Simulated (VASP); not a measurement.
# ZrB: single point with PBE

The system is ZrB.

```
Zr B
1.0
     0.00000    2.32500    2.32500
     2.32500    0.00000    2.32500
     2.32500    2.32500    0.00000
Zr B
1 1
Direct
  0.08065 0.91935 0.08065
  0.50000 0.50000 0.50000
```

This cell differs from its parent crystal: all Zr atoms moved +0.375 Å, as atom 1 along Cartesian [0 1 0].

```yaml
Program: VASP 6.6.1
Task: single point
Functional: PBE
Potentials_or_basis: VASP PAW PBE potentials, release 64 (Zr_sv, B)
Cutoff: 520 eV
k_mesh: 18 × 18 × 18
Occupations: gaussian, width 0.15 eV
Spin: no spin polarisation
Dipole_correction: no
Further_INCAR_settings: ALGO = Normal; EDIFF = 1e-06; NBANDS = 14
```

The pressure is 43.3 GPa and the largest force is 5.438 eV/Å.

Forces on the atoms (eV/Å):
```
Zr   0.000 -5.438  0.000
B    0.000  5.438  0.000
```

Stress tensor (GPa, compression positive):
```
31.04  0.00  0.00
 0.00 67.75  0.00
 0.00  0.00 31.04
```

Levels at points of the mesh, in eV from the Fermi level:
| k point | band 3 | band 4 | band 5 | band 6 | band 7 | band 8 | band 9 | band 10 | band 11 | band 12 |
| --- | --- | --- | --- | --- | --- | --- | --- | --- | --- | --- |
| (0.00, 0.00, 0.00) | -24.64 | -24.64 | -8.31 | 0.39 | 0.39 | 1.12 | 1.89 | 3.65 | 5.42 | 5.42 |
| (0.50, 0.00, 0.00) | -24.89 | -24.75 | -4.53 | -3.47 | -1.46 | -1.28 | 5.22 | 5.67 | 7.02 | 7.87 |
| (0.50, 0.50, 0.00) | -25.23 | -24.96 | -6.39 | -2.31 | -0.45 | 2.00 | 3.82 | 6.27 | 6.64 | 6.79 |
| (0.50, 0.00, 0.50) | -24.99 | -24.99 | -6.37 | -1.24 | 0.11 | 2.42 | 2.42 | 5.51 | 6.64 | 6.64 |

It took 57 s on 1 thread of Intel(R) Xeon(R) Platinum 8375C CPU @ 2.90GHz (Ice Lake), on a shared host, peak memory 0.28 GiB.

Caveat: the cell differs from its parent crystal (all Zr atoms moved +0.375 Å, as atom 1 along Cartesian [0 1 0]); forces of over 1 eV/Å act on the atoms, so gaps and moduli don't describe the material at rest.
